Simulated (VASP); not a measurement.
# SiO2 (P6_522) in VASP: single point with r2SCAN

Aim: the single point of SiO2 with r2SCAN.

Program: VASP 6.6.1. These are calculated values, not measurements. Logs are shortened: lines on timing, memory, paths and dates and some standing lists are left out, and cuts for length are marked.

## Step 1: The cell of the first run

The structure is hexagonal, space group P6_522 (No. 179). Conventional cell: a = 7.298 Å, b = 7.298 Å, c = 7.016 Å, α = 90.00°, β = 90.00°, γ = 120.00°. Si (site symmetry 2) has 4 O at 1.60 Å within 2.1 Å. Within 2.1 Å of O (site symmetry 2) lie 2 Si at 1.60 Å. Within 2.1 Å of O (site symmetry 2) lie 2 Si at 1.60 Å.

## Step 2: Single point, r2SCAN

The input, POSCAR:

```
SiO2
1.0
    7.2980978426      0.0000000000      0.0000000000
   -3.6490489213      6.3203381310      0.0000000000
    0.0000000000      0.0000000000      7.0159335998
Si O
6 12
Direct
    0.5336734923      0.7668367462      0.4166666667
    0.4663265077      0.2331632538      0.9166666667
    0.2331632538      0.4663265077      0.7500000000
    0.7668367462      0.2331632538      0.5833333333
    0.7668367462      0.5336734923      0.2500000000
    0.2331632538      0.7668367462      0.0833333333
    0.6125266538      0.3874733462      0.0833333333
    0.0000000000      0.6828906938      0.1666666667
    0.7749466925      0.3874733462      0.4166666667
    0.6828906938      0.6828906938      0.3333333333
    0.3171093062      0.3171093062      0.8333333333
    0.6125266538      0.2250533075      0.7500000000
    0.2250533075      0.6125266538      0.9166666667
    0.3171093062      0.0000000000      0.0000000000
    0.0000000000      0.3171093062      0.6666666667
    0.3874733462      0.7749466925      0.2500000000
    0.3874733462      0.6125266538      0.5833333333
    0.6828906938      0.0000000000      0.5000000000
```

The input, INCAR.step1:

```
SYSTEM = SiO2
ALGO = Normal ; EDIFF = 1E-5
ENCUT = 660 ; GGA = PE
GGA_COMPAT = .FALSE. ; ISMEAR = 0
LASPH = .TRUE. ; LCHARG = .FALSE.
LREAL = .FALSE. ; LWAVE = .TRUE.
NBANDS = 63 ; NELM = 120
PREC = Accurate ; SIGMA = 0.02
```

The input, INCAR.step2:

```
SYSTEM = SiO2
ALGO = Normal ; EDIFF = 1E-6
ENCUT = 660 ; GGA_COMPAT = .FALSE.
ISIF = 2 ; ISMEAR = 0
ISTART = 1 ; LASPH = .TRUE.
LCHARG = .FALSE. ; LMIXTAU = .TRUE.
LREAL = .FALSE. ; LWAVE = .FALSE.
METAGGA = R2SCAN ; NBANDS = 63
NELM = 120 ; PREC = Accurate
SIGMA = 0.02
```

The input, KPOINTS:

```
k-points
0
G
  6 6 4
  0 0 0
```

Potentials or basis: VASP PAW PBE potentials, release 64 (Si, O).

Run with:

```console
$ cat potpaw_PBE.64/Si/POTCAR potpaw_PBE.64/O/POTCAR > POTCAR
$ cp INCAR.step1 INCAR
$ mpirun -np 1 vasp_std > vasp.out
$ cp INCAR.step2 INCAR
$ mpirun -np 1 vasp_std > vasp.out
```

OUTCAR:

```text
SYSTEM = SiO2
   EDIFF = 1E-6
   ENCUT = 660
   ISIF = 2
   ISMEAR = 0
   ISTART = 1
   LASPH = .TRUE.
   LREAL = .FALSE.
   METAGGA = R2SCAN
   NELM = 120
   PREC = Accurate

 ion  position               nearest neighbor table
   1  0.534  0.767  0.417-  18 1.60  10 1.60  17 1.60  16 1.60
   2  0.466  0.233  0.917-  14 1.60  11 1.60   7 1.60  12 1.60
   3  0.233  0.466  0.750-  15 1.60  11 1.60  17 1.60  13 1.60
   4  0.767  0.233  0.583-  18 1.60  15 1.60   9 1.60  12 1.60
   5  0.767  0.534  0.250-   8 1.60  10 1.60   7 1.60   9 1.60
   6  0.233  0.767  0.083-  14 1.60   8 1.60  13 1.60  16 1.60
   7  0.613  0.387  0.083-   2 1.60   5 1.60
   8  0.000  0.683  0.167-   5 1.60   6 1.60
   9  0.775  0.387  0.417-   4 1.60   5 1.60
  10  0.683  0.683  0.333-   5 1.60   1 1.60
  11  0.317  0.317  0.833-   3 1.60   2 1.60
  12  0.613  0.225  0.750-   4 1.60   2 1.60
  13  0.225  0.613  0.917-   6 1.60   3 1.60
  14  0.317  0.000  0.000-   6 1.60   2 1.60
  15  0.000  0.317  0.667-   3 1.60   4 1.60
  16  0.387  0.775  0.250-   6 1.60   1 1.60
  17  0.387  0.613  0.583-   1 1.60   3 1.60
  18  0.683  0.000  0.500-   4 1.60   1 1.60

  LATTYP: Found a hexagonal cell.
 ALAT       =     7.2980978426
 C/A-ratio  =     0.9613372897

  Lattice vectors:

 A1 = (   7.2980978426,   0.0000000000,   0.0000000000)
 A2 = (  -3.6490489213,   6.3203381310,   0.0000000000)
 A3 = (   0.0000000000,   0.0000000000,   7.0159335998)

Analysis of symmetry for initial positions (statically):
=====================================================================
 Subroutine PRICEL returns:
 Original cell was already a primitive cell.

 Routine SETGRP: Setting up the symmetry group for a
 hexagonal supercell.

 Subroutine GETGRP returns: Found 12 space group operations
 (whereof  2 operations were pure point group operations)
 out of a pool of 24 trial point group operations.

The static configuration has the point symmetry C_2 .
 The point group associated with its full space group is D_6 .

Analysis of symmetry for dynamics (positions and initial velocities):
=====================================================================
 Subroutine PRICEL returns:
 Original cell was already a primitive cell.

 Routine SETGRP: Setting up the symmetry group for a
 hexagonal supercell.

 Subroutine GETGRP returns: Found 12 space group operations
 (whereof  2 operations were pure point group operations)
 out of a pool of 24 trial point group operations.

[... 135 lines left out ...]
   ISIF   =      2    stress and relaxation
   ISYM   =      2    0-nonsym 1-usesym 2-fastsym
   POTIM  = 0.5000    time-step for ionic-motion
   TEBEG  =    0.0;   TEEND  =   0.0 temperature during run
   PSTRESS=    0.0 pullay stress
   NELECT =      96.0000    total number of electrons
   NUPDOWN=      -1.0000    fix difference up-down
   EMIN   =  10.00;   EMAX   =-10.00  energy-range for DOS
   EFERMI =   0.00;   METHOD = LEGACY
   ISMEAR =     0;   SIGMA  =   0.02  broadening in eV -4-tet -1-fermi 0-gaus
   EFERMI_NEDOS =   21; number of points for ismear=-14 and -15
   IALGO  =     38    algorithm
   IMIX   =      4    mixing-type and parameters
     AMIX     =   0.40;   BMIX     =  1.00
     AMIX_MAG =   1.60;   BMIX_MAG =  1.00
  volume/ion in A,a.u.               =      17.98       121.33
  Fermi-wavevector in a.u.,A,eV,Ry     =   1.091826  2.063252 16.219287  1.192084
  Thomas-Fermi vector in A             =   2.228079
   LORBIT       =      0    0 simple, 1 ext, 2 COOP (PROOUT), +10 PAW based schemes
   METAGGA = R2SCAN    functional components
   LHFCALC =     F    Hartree Fock is set to
   AEXX    =    0.0000 exact exchange contribution
   IVDW    =     0    specifies the selected vdW correction
   LEPSILON=     F    determine dielectric tensor
   LRPA    =     F    only Hartree local field effects (RPA)
 non-spin polarized calculation
 Gauss-broadening in eV      SIGMA  =   0.02
  energy-cutoff  :      660.00
  volume of cell :      323.62
 maximum number of plane-waves:     12498
 NGX is ok and might be reduce to    64
   NGX = 31   NGY = 31   NGZ = 29

 number of electron      96.0000024 magnetization

 Free energy of the ion-electron system (eV)
  ---------------------------------------------------
  ext. energy  EPLUGINS =         0.00000000
  ---------------------------------------------------
  free energy    TOTEN  =      -178.66840526 eV

  energy without entropy =     -178.66840526  energy(sigma->0) =     -178.66840526

 E-fermi :  -1.7889     XC(G=0):  -7.4042

 val. band max:       -1.9287154740   @ k =   0.3333   0.3333   0.5000
 cond. band min:       4.4447338490   @ k =   0.0000   0.0000   0.0000
 fundamental gap:      6.3734493231
 Fermi energy:        -1.7888941195

 k-point     1 :       0.0000    0.0000    0.0000
  band No.  band energies     occupation
      1     -22.1432      2.00000
      2     -21.2733      2.00000
      3     -21.2711      2.00000
      4     -21.2711      2.00000
      5     -20.7667      2.00000
      6     -20.7667      2.00000
[... 1312 lines left out ...]
     59       9.1444      0.00000
     60       9.1444      0.00000
 [bands above 60 left out]

------------------------ aborting loop because EDIFF is reached ----------------------------------------

  FORCE on cell =-STRESS in cart. coord.  units (eV):
  Direction    XX          YY          ZZ          XY          YZ          ZX
  --------------------------------------------------------------------------------------
  -------------------------------------------------------------------------------------
  Total       -0.2767902     -0.2767902     -0.2886493     -0.0000000     -0.0000000      0.0000000
  in kB       -1.3703320     -1.3703320     -1.4290441     -0.0000000     -0.0000000      0.0000000
  external PRESSURE =      -1.3899027 kB  Pullay stress =       0.0000000 kB

 VOLUME and BASIS-vectors are now :
 -----------------------------------------------------------------------------
  energy-cutoff  :      660.00
  volume of cell :      323.62
      direct lattice vectors                 reciprocal lattice vectors
     7.298097843  0.000000000  0.000000000     0.137022005  0.079109692  0.000000000
    -3.649048921  6.320338131  0.000000000     0.000000000  0.158219383  0.000000000
     0.000000000  0.000000000  7.015933600     0.000000000  0.000000000  0.142532706

 POSITION                                       TOTAL-FORCE (eV/Angst)
 -----------------------------------------------------------------------------------
      1.09658      4.84667      2.92331         0.016200      0.009353     -0.000000
      2.55247      1.47367      6.43127        -0.016200     -0.009353      0.000000
     -0.00000      2.94734      5.26195        -0.000000     -0.018706      0.000000
      4.74563      1.47367      4.09263         0.016200     -0.009353      0.000000
      3.64905      3.37300      1.75398         0.000000      0.018706      0.000000
     -1.09658      4.84667      0.58466        -0.016200      0.009353      0.000000
[... 10 lines left out ...]
      0.59268      3.87138      4.09263        -0.002260      0.001305     -0.000000
      4.98380      0.00000      3.50797        -0.014753     -0.000000      0.000000
 -----------------------------------------------------------------------------------
    total drift:                                0.000003     -0.000002     -0.000000

  FREE ENERGIE OF THE ION-ELECTRON SYSTEM (eV)
  ---------------------------------------------------
  free  energy   TOTEN  =      -178.6684052630 eV

  energy  without entropy=     -178.6684052630  energy(sigma->0) =     -178.66840526
```

OUTCAR.step1:

```text
SYSTEM = SiO2
   EDIFF = 1E-5
   ENCUT = 660
   GGA = PE
   ISMEAR = 0
   LASPH = .TRUE.
   LREAL = .FALSE.
   NELM = 120
[... 1594 lines left out ...]
     -1.09658      4.84667      0.58466         0.011443     -0.006606      0.000000
[... 10 lines left out ...]
      0.59268      3.87138      4.09263         0.026104     -0.015071      0.000000
      4.98380      0.00000      3.50797         0.149311     -0.000000      0.000000
 -----------------------------------------------------------------------------------
    total drift:                                0.000003     -0.000002     -0.000000

  FREE ENERGIE OF THE ION-ELECTRON SYSTEM (eV)
  ---------------------------------------------------
  free  energy   TOTEN  =      -142.3083811445 eV

  energy  without entropy=     -142.3083811445  energy(sigma->0) =     -142.30838114
```

OSZICAR.step1:

```text
N       E                     dE             d eps       ncg     rms          rms(c)
DAV:   1     0.802262704323E+03    0.80226E+03   -0.53372E+04  2646   0.163E+03
DAV:   2    -0.831798546391E+02   -0.88544E+03   -0.85729E+03  3439   0.349E+02
DAV:   3    -0.161686631220E+03   -0.78507E+02   -0.78165E+02  3172   0.111E+02
DAV:   4    -0.163031607015E+03   -0.13450E+01   -0.13415E+01  3236   0.159E+01
DAV:   5    -0.163062099982E+03   -0.30493E-01   -0.30465E-01  3204   0.228E+00    0.371E+01
DAV:   6    -0.142523419933E+03    0.20539E+02   -0.83153E+01  3071   0.347E+01    0.172E+01
DAV:   7    -0.142399724608E+03    0.12370E+00   -0.25684E+00  3276   0.531E+00    0.629E+00
DAV:   8    -0.142312745142E+03    0.86979E-01   -0.13698E-01  3188   0.180E+00    0.241E+00
DAV:   9    -0.142298709817E+03    0.14035E-01   -0.80203E-02  3244   0.130E+00    0.521E-01
DAV:  10    -0.142308883277E+03   -0.10173E-01   -0.10163E-02  2940   0.374E-01    0.191E-01
DAV:  11    -0.142308574494E+03    0.30878E-03   -0.47042E-03  2940   0.306E-01    0.853E-02
DAV:  12    -0.142308457630E+03    0.11686E-03   -0.39127E-04  2940   0.979E-02    0.506E-02
DAV:  13    -0.142308405114E+03    0.52516E-04   -0.33257E-05  2804   0.353E-02    0.228E-02
DAV:  14    -0.142308381540E+03    0.23573E-04   -0.33739E-05  2388   0.265E-02    0.719E-03
DAV:  15    -0.142308381144E+03    0.39580E-06   -0.33269E-06  2236   0.118E-02
   1 F= -.14230838E+03 E0= -.14230838E+03  d E =-.137158E-37
```

Run time: 46 min. Hardware: 1 thread of Intel Xeon Platinum 8488C (Sapphire Rapids), shared host; peak memory 0.85 GiB.

What came out:

| Property | Result |
| --- | --- |
| Free energy | -178.6684 eV |
| Pressure | -0.1 GPa |
| Largest force | 0.019 eV/Å |
| Band gap on the k mesh | 6.37 eV (least direct gap 6.52 eV) |

Forces in eV/Å, atoms in the order of the input:
```
Si   0.016  0.009  0.000
Si  -0.016 -0.009  0.000
Si   0.000 -0.019  0.000
Si   0.016 -0.009  0.000
Si   0.000  0.019  0.000
Si  -0.016  0.009  0.000
O    0.002 -0.001  0.000
O    0.007 -0.013  0.000
O   -0.002 -0.001  0.000
O   -0.007 -0.013  0.000
O    0.007  0.013  0.000
O    0.000  0.003  0.000
O    0.002  0.001  0.000
O    0.015  0.000  0.000
O   -0.007  0.013  0.000
O    0.000 -0.003  0.000
O   -0.002  0.001  0.000
O   -0.015  0.000  0.000
```

Caveat: the PAW data sets were made with another functional, which shifts forces and pressure a little.
